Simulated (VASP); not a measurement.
# SnTe3 (Fm-3m) in VASP: further runs

SnTe3 is run at these levels: PBE; tasks: single point.

Program: VASP 6.6.1. These are calculated values, not measurements. Logs are shortened: lines on timing, memory, paths and dates and some standing lists are left out, and cuts for length are marked.

## Step 1: The cell of the first run

The structure is cubic, space group Fm-3m (No. 225). Conventional cell: a = 7.722 Å, b = 7.722 Å, c = 7.722 Å, α = 90.00°, β = 90.00°, γ = 90.00°. Sn (site symmetry m-3m) has 14 Te at 3.34 to 3.86 Å within 4.4 Å. Te (site symmetry -43m) has 4 Sn at 3.34 Å and 10 Te at 3.34 to 3.86 Å within 4.4 Å. Te (site symmetry m-3m) has 8 Te at 3.34 Å and 6 Sn at 3.86 Å within 4.4 Å.

## Step 2: Single point, PBE

The input, INCAR:

```
SYSTEM = SnTe3
  PREC = Accurate
  ENCUT = 520
  EDIFF = 1E-6
  ISMEAR = 0
  SIGMA = 0.1
  LREAL = .FALSE.
  LASPH = .TRUE.
  NELM = 60
  ALGO = Normal
  ISIF = 2
  LWAVE = .FALSE.
  LCHARG = .TRUE.
  GGA = PE
  LELF = .TRUE.
  LVHAR = .TRUE.
  NBANDS = 24
```

The input, KPOINTS:

```
Automatic mesh
0
G
  1 1 1
  0 0 0
```

The input, POSCAR:

```
SnTe3
1.0
    0.0000000000      3.8612190000      3.8612190000
    3.8612190000      0.0000000000      3.8612190000
    3.8612190000      3.8612190000      0.0000000000
Sn Te
1 3
Direct
    0.0000000000      0.0000000000      0.0000000000
    0.2500000000      0.2500000000      0.2500000000
    0.7500000000      0.7500000000      0.7500000000
    0.5000000000      0.5000000000      0.5000000000
```

Potentials or basis: VASP PAW PBE potentials, release 64 (Sn_d, Te).

Run with:

```bash
> cat potpaw_PBE.64/Sn_d/POTCAR potpaw_PBE.64/Te/POTCAR > POTCAR
> mpirun -np 1 vasp_gam > vasp.out
```

OUTCAR:

```text
SYSTEM = SnTe3
   PREC = Accurate
   ENCUT = 520
   EDIFF = 1E-6
   ISMEAR = 0
   LREAL = .FALSE.
   LASPH = .TRUE.
   NELM = 60
   ISIF = 2
   GGA = PE

 ion  position               nearest neighbor table
   1  0.000  0.000  0.000-   3 3.34   3 3.34   3 3.34   2 3.34   3 3.34   2 3.34   2 3.34   2 3.34

   2  0.250  0.250  0.250-   1 3.34   1 3.34   1 3.34   1 3.34   4 3.34   4 3.34   4 3.34   4 3.34

   3  0.750  0.750  0.750-   4 3.34   4 3.34   4 3.34   1 3.34   4 3.34   1 3.34   1 3.34   1 3.34

   4  0.500  0.500  0.500-   2 3.34   2 3.34   2 3.34   2 3.34   3 3.34   3 3.34   3 3.34   3 3.34

  LATTYP: Found a face centered cubic cell.
 ALAT       =     7.7224380000

  Lattice vectors:

 A1 = (   0.0000000000,   3.8612190000,   3.8612190000)
 A2 = (   3.8612190000,   0.0000000000,   3.8612190000)
 A3 = (   3.8612190000,   3.8612190000,   0.0000000000)

Analysis of symmetry for initial positions (statically):
=====================================================================
 Subroutine PRICEL returns:
 Original cell was already a primitive cell.

 Routine SETGRP: Setting up the symmetry group for a
 face centered cubic supercell.

 Subroutine GETGRP returns: Found 48 space group operations
 (whereof 48 operations were pure point group operations)
 out of a pool of 48 trial point group operations.

The static configuration has the point symmetry O_h .

Analysis of symmetry for dynamics (positions and initial velocities):
=====================================================================
 Subroutine PRICEL returns:
 Original cell was already a primitive cell.

 Routine SETGRP: Setting up the symmetry group for a
 face centered cubic supercell.

 Subroutine GETGRP returns: Found 48 space group operations
 (whereof 48 operations were pure point group operations)
 out of a pool of 48 trial point group operations.

The dynamic configuration has the point symmetry O_h .

 Subroutine INISYM returns: Found 48 space group operations
 (whereof 48 operations are pure point group operations),
 and found     1 'primitive' translations

----------------------------------------------------------------------------------------

                                     Primitive cell

  volume of cell :     115.1339

  direct lattice vectors                    reciprocal lattice vectors
     0.000000000  3.861219000  3.861219000    -0.129492785  0.129492785  0.129492785
     3.861219000  0.000000000  3.861219000     0.129492785 -0.129492785  0.129492785
     3.861219000  3.861219000  0.000000000     0.129492785  0.129492785 -0.129492785

  length of vectors
     5.460588277  5.460588277  5.460588277     0.224288082  0.224288082  0.224288082

  position of ions in fractional coordinates (direct lattice)
     0.000000000  0.000000000  0.000000000
     0.250000000  0.250000000  0.250000000
     0.750000000  0.750000000  0.750000000
     0.500000000  0.500000000  0.500000000

  ion indices of the primitive-cell ions
   primitive index   ion index
                 1           1
                 2           2
                 3           3
                 4           4

----------------------------------------------------------------------------------------

 KPOINTS: Automatic mesh

Automatic generation of k-mesh.
 Grid dimensions read from file:
 generate k-points for:    1    1    1

 Generating k-lattice:

  Cartesian coordinates                     Fractional coordinates (reciprocal lattice)
    -0.129492785  0.129492785  0.129492785     1.000000000  0.000000000  0.000000000
     0.129492785 -0.129492785  0.129492785     0.000000000  1.000000000  0.000000000
     0.129492785  0.129492785 -0.129492785     0.000000000  0.000000000  1.000000000

  Length of vectors
     0.224288082  0.224288082  0.224288082

  Shift w.r.t. Gamma in fractional coordinates (k-lattice)
     0.000000000  0.000000000  0.000000000

 Subroutine IBZKPT returns following result:
 ===========================================

 Found      1 irreducible k-points:

 Following reciprocal coordinates:
            Coordinates               Weight
  0.000000  0.000000  0.000000      1.000000
   k-points           NKPTS =      1   k-points in BZ     NKDIM =      1   number of bands    NBANDS=     24
   number of dos      NEDOS =    301   number of ions     NIONS =      4
   total plane-waves  NPLWV =  74088
   dimension x,y,z NGX =    42 NGY =   42 NGZ =   42
   dimension x,y,z NGXF=    84 NGYF=   84 NGZF=   84
   ions per type =               1   3
   NGX,Y,Z   is equivalent  to a cutoff of  12.79, 12.79, 12.79 a.u.
   NGXF,Y,Z  is equivalent  to a cutoff of  25.57, 25.57, 25.57 a.u.
 SYSTEM =  SnTe3
   PREC   = accura    normal or accurate (medium, high low for compatibility)
   ISTART =      0    job   : 0-new  1-cont  2-samecut
   ICHARG =      2    charge: 1-file 2-atom 10-const
   ISPIN  =      1    spin polarized calculation?
   LNONCOLLINEAR =      F non collinear calculations
   LSORBIT =      F    spin-orbit coupling
   LASPH  =      T    aspherical Exc in radial PAW
   ENCUT  =  520.0 eV  38.22 Ry    6.18 a.u.  10.15 10.15 10.15*2*pi/ulx,y,z
   NELM   =     60;   NELMIN=  2; NELMDL= -5     # of ELM steps
   EDIFF  = 0.1E-05   stopping-criterion for ELM
   LREAL  =      F    real-space projection
   EDIFFG = 0.1E-04   stopping-criterion for IOM
   NSW    =      0    number of steps for IOM
   IBRION =     -1    ionic relax: 0-MD 1-quasi-New 2-CG
   NFREE  =      0    steps in history (QN), initial steepest desc. (CG)
   ISIF   =      2    stress and relaxation
   ISYM   =      2    0-nonsym 1-usesym 2-fastsym
   POTIM  = 0.5000    time-step for ionic-motion
   TEBEG  =    0.0;   TEEND  =   0.0 temperature during run
   PSTRESS=    0.0 pullay stress
   NELECT =      32.0000    total number of electrons
   NUPDOWN=      -1.0000    fix difference up-down
   EMIN   =  10.00;   EMAX   =-10.00  energy-range for DOS
   EFERMI =   0.00;   METHOD = LEGACY
   ISMEAR =     0;   SIGMA  =   0.10  broadening in eV -4-tet -1-fermi 0-gaus
   EFERMI_NEDOS =   21; number of points for ismear=-14 and -15
   IALGO  =     38    algorithm
   IMIX   =      4    mixing-type and parameters
     AMIX     =   0.40;   BMIX     =  1.00
     AMIX_MAG =   1.60;   BMIX_MAG =  1.00
  volume/ion in A,a.u.               =      28.78       194.24
  Fermi-wavevector in a.u.,A,eV,Ry     =   1.068375  2.018936 15.530032  1.141425
  Thomas-Fermi vector in A             =   2.204021
   LORBIT       =      0    0 simple, 1 ext, 2 COOP (PROOUT), +10 PAW based schemes
   GGA     = PE    functional components
   LHFCALC =     F    Hartree Fock is set to
   AEXX    =    0.0000 exact exchange contribution
   IVDW    =     0    specifies the selected vdW correction
   LEPSILON=     F    determine dielectric tensor
   LRPA    =     F    only Hartree local field effects (RPA)
 non-spin polarized calculation
 Gauss-broadening in eV      SIGMA  =   0.10
  energy-cutoff  :      520.00
  volume of cell :      115.13
 maximum number of plane-waves:      1560
 NGX is ok and might be reduce to    42
   NGX = 21   NGY = 21   NGZ = 21

 number of electron      31.9999997 magnetization

 Free energy of the ion-electron system (eV)
  ---------------------------------------------------
  ext. energy  EPLUGINS =         0.00000000
  ---------------------------------------------------
  free energy    TOTEN  =       -13.87861953 eV

  energy without entropy =      -13.72435722  energy(sigma->0) =      -13.80148837

 E-fermi :   5.5367     XC(G=0): -10.0324

 val. band max:        4.9333544154   @ k =   0.0000   0.0000   0.0000
 cond. band min:       5.5671966500   @ k =   0.0000   0.0000   0.0000
 fundamental gap:      0.6338422346
 Fermi energy:         5.5367398032

 k-point     1 :       0.0000    0.0000    0.0000
  band No.  band energies     occupation
      1     -14.7434      2.00000
      2     -14.7434      2.00000
      3     -14.7434      2.00000
      4     -14.7344      2.00000
      5     -14.7344      2.00000
      6      -5.6001      2.00000
[... 16 lines left out ...]
     23      11.7661      0.00000
     24      17.9894      0.00000

------------------------ aborting loop because EDIFF is reached ----------------------------------------

  FORCE on cell =-STRESS in cart. coord.  units (eV):
  Direction    XX          YY          ZZ          XY          YZ          ZX
  --------------------------------------------------------------------------------------
  -------------------------------------------------------------------------------------
  Total       -1.9868500     -1.9868500     -1.9868500      0.0000000     -0.0000000     -0.0000000
  in kB      -27.6485504    -27.6485504    -27.6485504      0.0000000     -0.0000000     -0.0000000
  external PRESSURE =     -27.6485504 kB  Pullay stress =       0.0000000 kB

 VOLUME and BASIS-vectors are now :
 -----------------------------------------------------------------------------
  energy-cutoff  :      520.00
  volume of cell :      115.13
      direct lattice vectors                 reciprocal lattice vectors
     0.000000000  3.861219000  3.861219000    -0.129492785  0.129492785  0.129492785
     3.861219000  0.000000000  3.861219000     0.129492785 -0.129492785  0.129492785
     3.861219000  3.861219000  0.000000000     0.129492785  0.129492785 -0.129492785

 POSITION                                       TOTAL-FORCE (eV/Angst)
 -----------------------------------------------------------------------------------
      0.00000      0.00000      0.00000         0.000000     -0.000000      0.000000
      1.93061      1.93061      1.93061         0.000000      0.000000     -0.000000
      5.79183      5.79183      5.79183        -0.000000      0.000000      0.000000
      3.86122      3.86122      3.86122         0.000000     -0.000000      0.000000
 -----------------------------------------------------------------------------------
    total drift:                               -0.000000      0.000000      0.000000

  FREE ENERGIE OF THE ION-ELECTRON SYSTEM (eV)
  ---------------------------------------------------
  free  energy   TOTEN  =       -13.8786195348 eV

  energy  without entropy=      -13.7243572150  energy(sigma->0) =      -13.80148837
```

Run time: 7.6 s. Hardware: 1 thread of Intel Xeon 6975P-C (Granite Rapids), shared host; peak memory 0.23 GiB.

What came out:

- Free energy: -13.8786 eV
- Pressure: -2.8 GPa

Caveat: the k points lie up to 1.41 Å⁻¹ apart; this odd mesh misses L, where the gap lies, so gap, dielectric constants and Born charges aren't listed; spin-orbit coupling is left out, which moves the levels of the heavy elements.

## Step 3: Single point, PBE

The input, INCAR:

```
  PREC = Accurate
  ENCUT = 520
  EDIFF = 1E-7
  ISMEAR = 0
  SIGMA = 0.1
  LREAL = F
  LASPH = T
  NELM = 100
  ALGO = Normal
  ISIF = 2
  LWAVE = F
  LCHARG = F
  GGA = PE
  NBANDS = 24
```

The input, KPOINTS:

```
regular mesh
0
Gamma
  1 1 1
```

POSCAR is that of step 2.

Potentials or basis: VASP PAW PBE potentials, release 64 (Sn_d, Te).

Run with:

```bash
> cat potpaw_PBE.64/Sn_d/POTCAR potpaw_PBE.64/Te/POTCAR > POTCAR
> mpirun -np 1 vasp_gam > vasp.out
```

Run time: 7.5 s. Hardware: 1 thread of Intel Xeon 6975P-C (Granite Rapids), shared host; peak memory 0.23 GiB.

The run converged. Its results:

```yaml
Free_energy: -13.8786 eV
Pressure: -2.8 GPa
```

Levels at points of the mesh, in eV from the Fermi level:
```
           k point  band 12  band 13  band 14  band 15  band 16  band 17  band 18  band 19
(0.00, 0.00, 0.00)    -1.18    -0.60    -0.60    -0.60     0.03     0.03     0.03     5.29
```

Caveat: the k points lie up to 1.41 Å⁻¹ apart; this odd mesh misses L, where the gap lies, so gap, dielectric constants and Born charges aren't listed; spin-orbit coupling is left out, which moves the levels of the heavy elements.

## Step 4: Single point, PBE

The input, INCAR:

```
PREC     = Accurate       # precision mode
ENCUT    = 520            # plane-wave cutoff, eV
EDIFF    = 1E-6           # SCF threshold, eV
ISMEAR   = 0              # smearing method
SIGMA    = 0.1            # smearing width, eV
LREAL    = False          # projectors in reciprocal space
LASPH    = True           # aspherical terms in the spheres
NELM     = 60             # most SCF steps
ALGO     = Normal         # electronic algorithm
ISIF     = 2              # what is computed and relaxed
LWAVE    = False          # write WAVECAR
LCHARG   = False          # write CHGCAR
GGA      = PE             # functional
NBANDS   = 24             # bands
```

The input, KPOINTS:

```
Automatic mesh
0
Gamma
  2 2 2
```

POSCAR is that of step 3.

Run with:

```bash
> cat potpaw_PBE.64/Sn_d/POTCAR potpaw_PBE.64/Te/POTCAR > POTCAR
> mpirun -np 1 vasp_std > vasp.out
```

Run time: 9.7 s. Hardware: 1 thread of Intel Xeon 6975P-C (Granite Rapids), shared host; peak memory 0.24 GiB.

It converged, with:

| Item | Value |
| --- | --- |
| Free energy | -12.0941 eV |
| Pressure | 4.6 GPa |
| Band gap on the k mesh | zero (band 16 reaches 8.15 eV, above the bottom of band 17 at 5.92 eV) |

Levels at points of the mesh, in eV from the Fermi level:
```csv
k point,band 13,band 14,band 15,band 16,band 17,band 18,band 19,band 20
"(0.00, 0.00, 0.00)",-3.41,-3.41,-3.41,-1.99,-1.99,-1.99,2.93,2.93
"(0.50, 0.00, 0.00)",-3.55,-2.18,-2.05,0.25,0.25,1.16,1.65,1.65
"(0.50, 0.50, 0.00)",-1.07,-0.68,-0.68,-0.04,0.01,0.01,1.92,3.13
```

Caveat: the k points lie up to 0.70 Å⁻¹ apart; spin-orbit coupling is left out, which moves the levels of the heavy elements.

## Step 5: Single point, PBE

The input, INCAR:

```
PREC = Accurate
ENCUT = 520
EDIFF = 1E-6
ISMEAR = 0
SIGMA = 0.1
LREAL = F
LASPH = T
NELM = 100
ALGO = Normal
ISIF = 2
LWAVE = F
LCHARG = T
GGA = PE
LELF = T
LVHAR = T
NBANDS = 24
```

The input, KPOINTS:

```
regular mesh
0
Gamma
  4 4 4
```

POSCAR is that of step 4.

Run with:

```bash
> cat potpaw_PBE.64/Sn_d/POTCAR potpaw_PBE.64/Te/POTCAR > POTCAR
> mpirun -np 1 vasp_std > vasp.out
```

Wall time 16 s (1 thread of Intel Xeon 6975P-C (Granite Rapids), shared host); peak memory 0.24 GiB.

The run converged. Its results:

```
Free energy            : -12.6376 eV
Pressure               : 0.3 GPa
Band gap on the k mesh : zero (band 16 reaches 8.10 eV, above the bottom of band 17 at 5.89 eV)
```

Levels at points of the mesh, in eV from the Fermi level:
| k point | band 13 | band 14 | band 15 | band 16 | band 17 | band 18 | band 19 | band 20 |
| --- | --- | --- | --- | --- | --- | --- | --- | --- |
| (0.00, 0.00, 0.00) | -3.34 | -3.34 | -3.34 | -1.88 | -1.88 | -1.88 | 3.03 | 3.03 |
| (0.50, 0.00, 0.00) | -3.46 | -2.08 | -1.98 | 0.33 | 0.33 | 1.22 | 1.76 | 1.76 |
| (0.50, 0.50, 0.00) | -0.99 | -0.63 | -0.63 | 0.00 | 0.11 | 0.11 | 2.06 | 3.24 |

Caveat: spin-orbit coupling is left out, which moves the levels of the heavy elements.

## Step 6: Single point, PBE

The input, INCAR:

```
  PREC = Accurate
  ENCUT = 520
  EDIFF = 1E-6
  ISMEAR = 0
  SIGMA = 0.01
  LREAL = F
  LASPH = T
  NELM = 80
  ALGO = Normal
  ISIF = 2
  LWAVE = F
  LCHARG = F
  GGA = PE
  NBANDS = 24
```

The input, KPOINTS:

```
regular mesh
0
Gamma
  5 5 5
```

POSCAR is that of step 5.

Potentials or basis: VASP PAW PBE potentials, release 64 (Sn_d, Te).

Run with:

```bash
> cat potpaw_PBE.64/Sn_d/POTCAR potpaw_PBE.64/Te/POTCAR > POTCAR
> mpirun -np 1 vasp_std > vasp.out
```

OUTCAR:

```text
PREC = Accurate
   ENCUT = 520
   EDIFF = 1E-6
   ISMEAR = 0
   LREAL = F
   LASPH = T
   NELM = 80
   ISIF = 2
   GGA = PE

 ion  position               nearest neighbor table
   1  0.000  0.000  0.000-   3 3.34   3 3.34   3 3.34   2 3.34   3 3.34   2 3.34   2 3.34   2 3.34

   2  0.250  0.250  0.250-   1 3.34   1 3.34   1 3.34   1 3.34   4 3.34   4 3.34   4 3.34   4 3.34

   3  0.750  0.750  0.750-   4 3.34   4 3.34   4 3.34   1 3.34   4 3.34   1 3.34   1 3.34   1 3.34
[... 454 lines left out ...]

  FORCE on cell =-STRESS in cart. coord.  units (eV):
  Direction    XX          YY          ZZ          XY          YZ          ZX
  --------------------------------------------------------------------------------------
  -------------------------------------------------------------------------------------
  Total        0.0900016      0.0900016      0.0900016      0.0000000      0.0000000     -0.0000000
  in kB        1.2524415      1.2524415      1.2524415      0.0000000      0.0000000     -0.0000000
  external PRESSURE =       1.2524415 kB  Pullay stress =       0.0000000 kB

 VOLUME and BASIS-vectors are now :
 -----------------------------------------------------------------------------
  energy-cutoff  :      520.00
  volume of cell :      115.13
      direct lattice vectors                 reciprocal lattice vectors
     0.000000000  3.861219000  3.861219000    -0.129492785  0.129492785  0.129492785
     3.861219000  0.000000000  3.861219000     0.129492785 -0.129492785  0.129492785
     3.861219000  3.861219000  0.000000000     0.129492785  0.129492785 -0.129492785

 POSITION                                       TOTAL-FORCE (eV/Angst)
 -----------------------------------------------------------------------------------
      0.00000      0.00000      0.00000         0.000000      0.000000      0.000000
      1.93061      1.93061      1.93061        -0.000000     -0.000000     -0.000000
      5.79183      5.79183      5.79183         0.000000      0.000000      0.000000
      3.86122      3.86122      3.86122         0.000000      0.000000      0.000000
 -----------------------------------------------------------------------------------
    total drift:                               -0.000000      0.000000      0.000000

  FREE ENERGIE OF THE ION-ELECTRON SYSTEM (eV)
  ---------------------------------------------------
  free  energy   TOTEN  =       -12.5141908358 eV

  energy  without entropy=      -12.5128534979  energy(sigma->0) =      -12.51352217
```

stdout:

```text
POSCAR found type information on POSCAR SnTe
 POSCAR found :  2 types and       4 ions
 scaLAPACK will be used
 LDA part: xc-table for (Slater+PW92), standard interpolation
 POSCAR, INCAR and KPOINTS ok, starting setup
 FFT: planning ... GRIDC
 FFT: planning ... GRID_SOFT
 FFT: planning ... GRID
 WAVECAR not read
 entering main loop
```

Run time: 27 s. Hardware: 1 thread of Intel Xeon 6975P-C (Granite Rapids), shared host; peak memory 0.25 GiB.

Results:

| Quantity | Value |
| --- | --- |
| Free energy | -12.5142 eV |
| Pressure | 0.1 GPa |

Levels at points of the mesh, in eV from the Fermi level:
```csv
k point,band 12,band 13,band 14,band 15,band 16,band 17,band 18,band 19,band 20,band 21
"(0.00, 0.00, 0.00)",-3.12,-3.06,-3.06,-3.06,-1.66,-1.66,-1.66,3.29,3.29,4.28
```

Caveat: this odd mesh misses L, where the gap lies, so gap, dielectric constants and Born charges aren't listed; spin-orbit coupling is left out, which moves the levels of the heavy elements.

## Step 7: The runs side by side

```tsv
k mesh	smearing	gap on the mesh (eV)	pressure (GPa)
1 × 1 × 1	gaussian 0.1 eV	-	-2.8
2 × 2 × 2	gaussian 0.1 eV	none	4.6
4 × 4 × 4	gaussian 0.1 eV	none	0.3
5 × 5 × 5	gaussian 0.01 eV	-	0.1
```

Alike in all rows: task single point; level PBE; potentials or basis VASP PAW PBE potentials, release 64 (Sn_d, Te); no spin polarisation; cell as given; cutoff (eV) 520.

Caveats: some runs use coarse meshes; spin-orbit coupling is left out, which moves the levels of the heavy elements.

Total energies depend on the potentials used, so only differences within one code and one set of settings carry meaning.
